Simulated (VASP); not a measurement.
# Zr (Pm-3m) in VASP: single point with PBE

Aim: the single point of Zr with PBE.

Everything below comes from runs of VASP 6.6.1. Logs are shortened: lines on timing, memory, paths and dates and some standing lists are left out, and cuts for length are marked.

## Step 1: The cell of the first run

It takes space group Pm-3m (No. 221, cubic). The conventional cell has a = 2.926 Å, b = 2.926 Å, c = 2.926 Å, α = 90.00°, β = 90.00°, γ = 90.00°. Within 3.9 Å of Zr (site symmetry m-3m) lie 6 Zr at 2.93 Å.

## Step 2: Single point, PBE

Input file INCAR:

```
SYSTEM = Zr
  PREC = Accurate
  ENCUT = 520
  EDIFF = 1E-6
  ISMEAR = -1
  SIGMA = 0.13605693000000002
  LREAL = .False.
  LASPH = .True.
  NELM = 80
  ALGO = Normal
  ISIF = 2
  LWAVE = .False.
  LCHARG = .False.
  GGA = PE
  NBANDS = 12
```

Input file KPOINTS:

```
Automatic mesh
0
Gamma
  11 11 11
  0 0 0
```

Input file POSCAR:

```
Zr
1.0
    2.9256153282      0.0000000000      0.0000000000
    0.0000000000      2.9256153282      0.0000000000
    0.0000000000      0.0000000000      2.9256153282
Zr
1
Direct
    0.0000000000      0.0000000000      0.0000000000
```

Potentials or basis: VASP PAW PBE potentials, release 64 (Zr_sv).

Launch:

```console
cat potpaw_PBE.64/Zr_sv/POTCAR > POTCAR
mpirun -np 1 vasp_std > vasp.out
```

OUTCAR:

```text
SYSTEM = Zr
   PREC = Accurate
   ENCUT = 520
   EDIFF = 1E-6
   ISMEAR = -1
   LREAL = .False.
   LASPH = .True.
   NELM = 80
   ISIF = 2
   GGA = PE

 ion  position               nearest neighbor table
   1  0.000  0.000  0.000-

  LATTYP: Found a simple cubic cell.
 ALAT       =     2.9256153282

  Lattice vectors:

 A1 = (   2.9256153282,   0.0000000000,   0.0000000000)
 A2 = (   0.0000000000,   2.9256153282,   0.0000000000)
 A3 = (   0.0000000000,   0.0000000000,   2.9256153282)

Analysis of symmetry for initial positions (statically):
=====================================================================
 Subroutine PRICEL returns:
 Original cell was already a primitive cell.

 Routine SETGRP: Setting up the symmetry group for a
 simple cubic supercell.

 Subroutine GETGRP returns: Found 48 space group operations
 (whereof 48 operations were pure point group operations)
 out of a pool of 48 trial point group operations.

The static configuration has the point symmetry O_h .

Analysis of symmetry for dynamics (positions and initial velocities):
=====================================================================
 Subroutine PRICEL returns:
 Original cell was already a primitive cell.

 Routine SETGRP: Setting up the symmetry group for a
 simple cubic supercell.

 Subroutine GETGRP returns: Found 48 space group operations
 (whereof 48 operations were pure point group operations)
 out of a pool of 48 trial point group operations.

The dynamic configuration has the point symmetry O_h .

 Subroutine INISYM returns: Found 48 space group operations
 (whereof 48 operations are pure point group operations),
 and found     1 'primitive' translations

----------------------------------------------------------------------------------------

                                     Primitive cell

  volume of cell :      25.0410

  direct lattice vectors                    reciprocal lattice vectors
     2.925615328  0.000000000  0.000000000     0.341808436  0.000000000  0.000000000
     0.000000000  2.925615328  0.000000000     0.000000000  0.341808436  0.000000000
     0.000000000  0.000000000  2.925615328     0.000000000  0.000000000  0.341808436

  length of vectors
     2.925615328  2.925615328  2.925615328     0.341808436  0.341808436  0.341808436

  position of ions in fractional coordinates (direct lattice)
     0.000000000  0.000000000  0.000000000

  ion indices of the primitive-cell ions
   primitive index   ion index
                 1           1

----------------------------------------------------------------------------------------

 KPOINTS: Automatic mesh

Automatic generation of k-mesh.
 Grid dimensions read from file:
 generate k-points for:   11   11   11

 Generating k-lattice:

  Cartesian coordinates                     Fractional coordinates (reciprocal lattice)
     0.031073494  0.000000000  0.000000000     0.090909091  0.000000000  0.000000000
     0.000000000  0.031073494  0.000000000     0.000000000  0.090909091  0.000000000
     0.000000000  0.000000000  0.031073494     0.000000000  0.000000000  0.090909091

  Length of vectors
     0.031073494  0.031073494  0.031073494

  Shift w.r.t. Gamma in fractional coordinates (k-lattice)
     0.000000000  0.000000000  0.000000000

 Subroutine IBZKPT returns following result:
 ===========================================

 Found     56 irreducible k-points:

 Following reciprocal coordinates:
            Coordinates               Weight
  0.000000  0.000000  0.000000      1.000000
  0.090909  0.000000  0.000000      6.000000
  0.181818  0.000000  0.000000      6.000000
  0.272727  0.000000  0.000000      6.000000
  0.363636  0.000000  0.000000      6.000000
  0.454545  0.000000  0.000000      6.000000
[... 16 lines left out ...]
  0.181818  0.090909  0.090909     24.000000
  0.272727  0.090909  0.090909     24.000000
 [... further k-points ...]
   k-points           NKPTS =     56   k-points in BZ     NKDIM =     56   number of bands    NBANDS=     12
   number of dos      NEDOS =    301   number of ions     NIONS =      1
   total plane-waves  NPLWV =  13824
   dimension x,y,z NGX =    24 NGY =   24 NGZ =   24
   dimension x,y,z NGXF=    48 NGYF=   48 NGZF=   48
   ions per type =               1
   NGX,Y,Z   is equivalent  to a cutoff of  13.64, 13.64, 13.64 a.u.
   NGXF,Y,Z  is equivalent  to a cutoff of  27.28, 27.28, 27.28 a.u.
 SYSTEM =  Zr
   PREC   = accura    normal or accurate (medium, high low for compatibility)
   ISTART =      0    job   : 0-new  1-cont  2-samecut
   ICHARG =      2    charge: 1-file 2-atom 10-const
   ISPIN  =      1    spin polarized calculation?
   LNONCOLLINEAR =      F non collinear calculations
   LSORBIT =      F    spin-orbit coupling
   LASPH  =      T    aspherical Exc in radial PAW
   ENCUT  =  520.0 eV  38.22 Ry    6.18 a.u.   5.44  5.44  5.44*2*pi/ulx,y,z
   NELM   =     80;   NELMIN=  2; NELMDL= -5     # of ELM steps
   EDIFF  = 0.1E-05   stopping-criterion for ELM
   LREAL  =      F    real-space projection
   EDIFFG = 0.1E-04   stopping-criterion for IOM
   NSW    =      0    number of steps for IOM
   IBRION =     -1    ionic relax: 0-MD 1-quasi-New 2-CG
   NFREE  =      0    steps in history (QN), initial steepest desc. (CG)
   ISIF   =      2    stress and relaxation
   ISYM   =      2    0-nonsym 1-usesym 2-fastsym
   POTIM  = 0.5000    time-step for ionic-motion
   TEBEG  =    0.0;   TEEND  =   0.0 temperature during run
   PSTRESS=    0.0 pullay stress
   NELECT =      12.0000    total number of electrons
   NUPDOWN=      -1.0000    fix difference up-down
   EMIN   =  10.00;   EMAX   =-10.00  energy-range for DOS
   EFERMI =   0.00;   METHOD = LEGACY
   ISMEAR =    -1;   SIGMA  =   0.14  broadening in eV -4-tet -1-fermi 0-gaus
   EFERMI_NEDOS =   21; number of points for ismear=-14 and -15
   IALGO  =     38    algorithm
   IMIX   =      4    mixing-type and parameters
     AMIX     =   0.40;   BMIX     =  1.00
     AMIX_MAG =   1.60;   BMIX_MAG =  1.00
  volume/ion in A,a.u.               =      25.04       168.99
  Fermi-wavevector in a.u.,A,eV,Ry     =   1.281105  2.420937 22.330286  1.641230
  Thomas-Fermi vector in A             =   2.413494
   LORBIT       =      0    0 simple, 1 ext, 2 COOP (PROOUT), +10 PAW based schemes
   GGA     = PE    functional components
   LHFCALC =     F    Hartree Fock is set to
   AEXX    =    0.0000 exact exchange contribution
   IVDW    =     0    specifies the selected vdW correction
   LEPSILON=     F    determine dielectric tensor
   LRPA    =     F    only Hartree local field effects (RPA)
 non-spin polarized calculation
  energy-cutoff  :      520.00
  volume of cell :       25.04
 maximum number of plane-waves:       693
 NGX is ok and might be reduce to    24
   NGX = 11   NGY = 11   NGZ = 11

 number of electron      12.0000000 magnetization

 Free energy of the ion-electron system (eV)
  ---------------------------------------------------
  ext. energy  EPLUGINS =         0.00000000
  ---------------------------------------------------
  free energy    TOTEN  =        -7.69447157 eV

  energy without entropy =       -7.58631682  energy(sigma->0) =       -7.64039420

 E-fermi :   7.8738     XC(G=0): -10.6539

 val. band max:        7.8690037096   @ k =   0.4545   0.0909   0.0000
 cond. band min:       7.8980478605   @ k =   0.4545   0.4545   0.0909
 fundamental gap:      0.0290441509
 Fermi energy:         7.8737729870

 k-point     1 :       0.0000    0.0000    0.0000
  band No.  band energies     occupation
      1     -40.7870      2.00000
      2     -18.2355      2.00000
      3     -18.2355      2.00000
      4     -18.2355      2.00000
      5       2.8649      2.00000
      6       6.2369      1.99999
      7       6.2369      1.99999
      8      13.3513      0.00000
      9      13.3513      0.00000
     10      13.3513      0.00000
     11      20.5620      0.00000
     12      20.5620      0.00000

 k-point     2 :       0.0909    0.0000    0.0000
  band No.  band energies     occupation
      1     -40.7764      2.00000
      2     -18.3338      2.00000
      3     -18.2272      2.00000
      4     -18.2272      2.00000
      5       3.0682      2.00000
      6       6.2947      1.99998
      7       6.4482      1.99994
      8      13.0031      0.00000
      9      13.0031      0.00000
     10      13.3749      0.00000
     11      19.6262      0.00000
     12      21.0179      0.00000

 k-point     3 :       0.1818    0.0000    0.0000
  band No.  band energies     occupation
      1     -40.7480      2.00000
      2     -18.5910      2.00000
      3     -18.2048      2.00000
      4     -18.2048      2.00000
      5       3.6131      2.00000
      6       6.4553      1.99994
      7       7.0382      1.99571
      8      12.2215      0.00000
      9      12.2215      0.00000
     10      13.4390      0.00000
     11      17.9966      0.00000
     12      22.0949      0.00000
[... 286 lines left out ...]
 k-point    23 :       0.1818    0.0909    0.0909
  band No.  band energies     occupation
      1     -40.7271      2.00000
      2     -18.5718      2.00000
      3     -18.2974      2.00000
      4     -18.2876      2.00000
      5       4.0067      2.00000
      6       6.7990      1.99926
      7       7.2255      1.98309
      8      11.8079      0.00000
      9      11.8977      0.00000
     10      12.7824      0.00000
     11      18.8244      0.00000
     12      21.2115      0.00000

 k-point    24 :       0.2727    0.0909    0.0909
  band No.  band energies     occupation
      1     -40.6897      2.00000
      2     -18.8921      2.00000
      3     -18.2665      2.00000
      4     -18.2570      2.00000
      5       4.7299      2.00000
      6       7.0258      1.99608
      7       7.9055      0.88378
      8      11.0127      0.00000
      9      11.1953      0.00000
     10      12.8908      0.00000
     11      17.4500      0.00000
     12      21.9438      0.00000

 [... further k-points ...]

------------------------ aborting loop because EDIFF is reached ----------------------------------------

  FORCE on cell =-STRESS in cart. coord.  units (eV):
  Direction    XX          YY          ZZ          XY          YZ          ZX
  --------------------------------------------------------------------------------------
  -------------------------------------------------------------------------------------
  Total       -0.0823528     -0.0823528     -0.0823528      0.0000000      0.0000000      0.0000000
  in kB       -5.2691075     -5.2691075     -5.2691075      0.0000000      0.0000000      0.0000000
  external PRESSURE =      -5.2691075 kB  Pullay stress =       0.0000000 kB

 VOLUME and BASIS-vectors are now :
 -----------------------------------------------------------------------------
  energy-cutoff  :      520.00
  volume of cell :       25.04
      direct lattice vectors                 reciprocal lattice vectors
     2.925615328  0.000000000  0.000000000     0.341808436  0.000000000  0.000000000
     0.000000000  2.925615328  0.000000000     0.000000000  0.341808436  0.000000000
     0.000000000  0.000000000  2.925615328     0.000000000  0.000000000  0.341808436

 POSITION                                       TOTAL-FORCE (eV/Angst)
 -----------------------------------------------------------------------------------
      0.00000      0.00000      0.00000         0.000000      0.000000      0.000000
 -----------------------------------------------------------------------------------
    total drift:                               -0.000000      0.000000      0.000000

  FREE ENERGIE OF THE ION-ELECTRON SYSTEM (eV)
  ---------------------------------------------------
  free  energy   TOTEN  =        -7.6944715729 eV

  energy  without entropy=       -7.5863168238  energy(sigma->0) =       -7.64039420
```

Wall time 4.8 s (1 thread of Intel Xeon 6975P-C (Granite Rapids), shared host); peak memory 0.14 GiB.

What came out:

```yaml
Free_energy: -7.6945 eV
Pressure: -0.5 GPa
Band_gap_on_the_k_mesh: zero (band 6 reaches 8.61 eV, above the bottom of band 7 at 6.24 eV)
```
